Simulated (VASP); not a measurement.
# Y2Ge3 in VASP: further runs, part 2 of 2

VASP 6.6.1. Earlier steps stand in the parts before.

## 4. Single point, PBE (atoms moved at random)

The input, INCAR:

```
SYSTEM = Y2Ge3
  PREC = Accurate
  ENCUT = 520
  EDIFF = 1E-6
  ISMEAR = -1
  SIGMA = 0.05
  LREAL = .False.
  LASPH = .True.
  NELM = 100
  ALGO = Normal
  ISIF = 2
  LWAVE = .False.
  LCHARG = .False.
  GGA = PE
  NBANDS = 40
```

The input, KPOINTS:

```
regular mesh
0
Gamma
  7 7 4
  0 0 0
```

The input, POSCAR:

```
Y2Ge3
1.0
    4.3924264328      0.0000000000      0.0000000000
   -2.1962132164      3.8039528751      0.0000000000
    0.0000000000      0.0000000000      7.1072950000
Y Ge
2 3
Direct
    0.0016820000      0.0053600000      0.2636030000
    0.0057590000      0.0061860000      0.7246470000
    0.6686720000      0.3550100000     -0.0010880000
    0.6572940000      0.3325150000      0.5066350000
    0.3165290000      0.6610150000     -0.0020320000
```

Potentials or basis: VASP PAW PBE potentials, release 64 (Y_sv, Ge_d).

Command:

```bash
$ cat potpaw_PBE.64/Y_sv/POTCAR potpaw_PBE.64/Ge_d/POTCAR > POTCAR
$ mpirun -np 1 vasp_std > vasp.out
```

OUTCAR:

```text
SYSTEM = Y2Ge3
   PREC = Accurate
   ENCUT = 520
   EDIFF = 1E-6
   ISMEAR = -1
   LREAL = .False.
   LASPH = .True.
   NELM = 100
   ISIF = 2
   GGA = PE

 ion  position               nearest neighbor table
   1  0.002  0.005  0.264-   4 3.03   4 3.08   4 3.09   3 3.11   5 3.13   5 3.14   3 3.16   3 3.21
                             5 3.22   2 3.28   2 3.83
   2  0.006  0.006  0.725-   4 2.92   4 3.00   4 3.00   3 3.15   5 3.16   5 3.16   3 3.19   3 3.26
                             5 3.26   1 3.28   1 3.83
   3  0.669  0.355  0.999-   5 2.47   5 2.51   5 2.64   1 3.11   2 3.15   1 3.16   2 3.19   1 3.21
                             2 3.26
   4  0.657  0.333  0.507-   2 2.92   2 3.00   2 3.00   1 3.03   1 3.08   1 3.09
   5  0.317  0.661  0.998-   3 2.47   3 2.51   3 2.64   1 3.13   1 3.14   2 3.16   2 3.16   1 3.22
                             2 3.26

  LATTYP: Found a hexagonal cell.
 ALAT       =     4.3924264328
 C/A-ratio  =     1.6180794622

  Lattice vectors:

 A1 = (   4.3924264328,   0.0000000000,   0.0000000000)
 A2 = (  -2.1962132164,   3.8039528751,   0.0000000000)
 A3 = (   0.0000000000,   0.0000000000,   7.1072950000)

Analysis of symmetry for initial positions (statically):
=====================================================================
 Subroutine PRICEL returns:
 Original cell was already a primitive cell.

 Routine SETGRP: Setting up the symmetry group for a
 hexagonal supercell.

 Subroutine GETGRP returns: Found  1 space group operations
 (whereof  1 operations were pure point group operations)
 out of a pool of 24 trial point group operations.

The static configuration has the point symmetry C_1 .

Analysis of symmetry for dynamics (positions and initial velocities):
=====================================================================
 Subroutine PRICEL returns:
 Original cell was already a primitive cell.

 Routine SETGRP: Setting up the symmetry group for a
 hexagonal supercell.

[... 124 lines left out ...]
   EFERMI =   0.00;   METHOD = LEGACY
   ISMEAR =    -1;   SIGMA  =   0.05  broadening in eV -4-tet -1-fermi 0-gaus
   EFERMI_NEDOS =   21; number of points for ismear=-14 and -15
   IALGO  =     38    algorithm
   IMIX   =      4    mixing-type and parameters
     AMIX     =   0.40;   BMIX     =  1.00
     AMIX_MAG =   1.60;   BMIX_MAG =  1.00
  volume/ion in A,a.u.               =      23.75       160.28
  Fermi-wavevector in a.u.,A,eV,Ry     =   1.332253  2.517594 24.148968  1.774899
  Thomas-Fermi vector in A             =   2.461202
   LORBIT       =      0    0 simple, 1 ext, 2 COOP (PROOUT), +10 PAW based schemes
   GGA     = PE    functional components
   LHFCALC =     F    Hartree Fock is set to
   AEXX    =    0.0000 exact exchange contribution
   IVDW    =     0    specifies the selected vdW correction
   LEPSILON=     F    determine dielectric tensor
   LRPA    =     F    only Hartree local field effects (RPA)
 non-spin polarized calculation
  energy-cutoff  :      520.00
  volume of cell :      118.75
 maximum number of plane-waves:      3214
 NGX is ok and might be reduce to    36
   NGX = 17   NGY = 17   NGZ = 27

 number of electron      64.0000007 magnetization

 Free energy of the ion-electron system (eV)
  ---------------------------------------------------
  ext. energy  EPLUGINS =         0.00000000
  ---------------------------------------------------
  free energy    TOTEN  =       -28.93112549 eV

  energy without entropy =      -28.91803011  energy(sigma->0) =      -28.92457780

 E-fermi :   4.5677     XC(G=0): -10.2932

 val. band max:        4.5324956472   @ k =  -0.2857   0.4286   0.5000
 cond. band min:       4.5797580036   @ k =   0.4286   0.1429   0.0000
 fundamental gap:      0.0472623564
 Fermi energy:         4.5676680948

 k-point     1 :       0.0000    0.0000    0.0000
  band No.  band energies     occupation
      1     -38.0610      2.00000
      2     -37.9248      2.00000
      3     -20.0579      2.00000
      4     -20.0464      2.00000
      5     -20.0217      2.00000
      6     -20.0130      2.00000
[... 1021 lines left out ...]
     39       8.1874      0.00000
     40       8.6676      0.00000

 [... further k-points ...]
[... 5 lines left out ...]
  --------------------------------------------------------------------------------------
  -------------------------------------------------------------------------------------
  Total        1.1993078     -0.1197476      0.1118498      0.3205979     -0.0380495     -0.0712932
  in kB       16.1806994     -1.6155985      1.5090438      4.3254105     -0.5133529     -0.9618661
  external PRESSURE =       5.3580482 kB  Pullay stress =       0.0000000 kB

 VOLUME and BASIS-vectors are now :
 -----------------------------------------------------------------------------
  energy-cutoff  :      520.00
  volume of cell :      118.75
      direct lattice vectors                 reciprocal lattice vectors
     4.392426433  0.000000000  0.000000000     0.227664598  0.131442217  0.000000000
    -2.196213216  3.803952875  0.000000000     0.000000000  0.262884434  0.000000000
     0.000000000  0.000000000  7.107295000     0.000000000  0.000000000  0.140700506

 POSITION                                       TOTAL-FORCE (eV/Angst)
 -----------------------------------------------------------------------------------
     -0.00438      0.02039      1.87350        -0.140785      0.003487      0.099310
      0.01171      0.02353      5.15028        -0.217218     -0.033652      0.341367
      2.15741      1.35044      7.09956        -0.060363     -0.525546     -0.041334
      2.15684      1.26487      3.60080         0.190064      0.101707     -0.346711
     -0.06140      2.51447      7.09285         0.228302      0.454004     -0.052631
 -----------------------------------------------------------------------------------
    total drift:                                0.000603     -0.000981      0.000875

  FREE ENERGIE OF THE ION-ELECTRON SYSTEM (eV)
  ---------------------------------------------------
  free  energy   TOTEN  =       -28.9311254946 eV

  energy  without entropy=      -28.9180301106  energy(sigma->0) =      -28.92457780
```

OSZICAR:

```text
N       E                     dE             d eps       ncg     rms          rms(c)
DAV:   1     0.653759033717E+03    0.65376E+03   -0.30748E+04  9704   0.356E+03
DAV:   2     0.893949687451E+02   -0.56436E+03   -0.54170E+03  7920   0.927E+02
DAV:   3    -0.201751352700E+02   -0.10957E+03   -0.10659E+03  9560   0.222E+02
DAV:   4    -0.300842394183E+02   -0.99091E+01   -0.97977E+01 12312   0.670E+01
DAV:   5    -0.304896014869E+02   -0.40536E+00   -0.40514E+00 10816   0.122E+01    0.341E+01
DAV:   6    -0.290431808904E+02    0.14464E+01   -0.32512E+00 11592   0.135E+01    0.234E+01
DAV:   7    -0.290119978390E+02    0.31183E-01   -0.25554E+00 12104   0.813E+00    0.456E+00
DAV:   8    -0.289294520080E+02    0.82546E-01   -0.58272E-01 11016   0.113E+01    0.110E+00
DAV:   9    -0.289315716858E+02   -0.21197E-02   -0.86841E-02 10632   0.222E+00    0.440E-01
DAV:  10    -0.289311370976E+02    0.43459E-03   -0.54456E-03 11888   0.705E-01    0.208E-01
DAV:  11    -0.289311302197E+02    0.68779E-05   -0.10295E-03 11784   0.307E-01    0.308E-02
DAV:  12    -0.289311249485E+02    0.52712E-05   -0.70074E-05 10520   0.641E-02    0.140E-02
DAV:  13    -0.289311251427E+02   -0.19422E-06   -0.10464E-05  9048   0.209E-02    0.845E-03
DAV:  14    -0.289311254946E+02   -0.35190E-06   -0.96882E-07  6272   0.111E-02
   1 F= -.28931125E+02 E0= -.28924578E+02  d E =-.130954E-01
```

Run time: 3.6 min. Hardware: 1 thread of Intel Xeon 6975P-C (Granite Rapids), shared host; peak memory 0.53 GiB.

Results:

```yaml
Free_energy: -28.9311 eV
Pressure: 0.5 GPa
Largest_force: 0.531 eV/Å
Band_gap_on_the_k_mesh: zero (band 32 reaches 5.56 eV, above the bottom of band 33 at 4.20 eV)
```

Forces on the atoms (eV/Å):
```
Y   -0.141  0.003  0.099
Y   -0.217 -0.034  0.341
Ge  -0.060 -0.526 -0.041
Ge   0.190  0.102 -0.347
Ge   0.228  0.454 -0.053
```

Levels at points of the mesh, in eV from the Fermi level:
```csv
k point,band 29,band 30,band 31,band 32,band 33,band 34,band 35,band 36
"(0.00, 0.00, 0.00)",-2.39,-0.66,-0.42,-0.09,0.66,0.88,1.08,1.57
"(0.00, 0.00, 0.50)",-2.27,-1.68,-0.49,-0.45,-0.13,0.41,1.63,1.72
```

Caveat: the cell differs from its parent crystal (atoms moved at random).
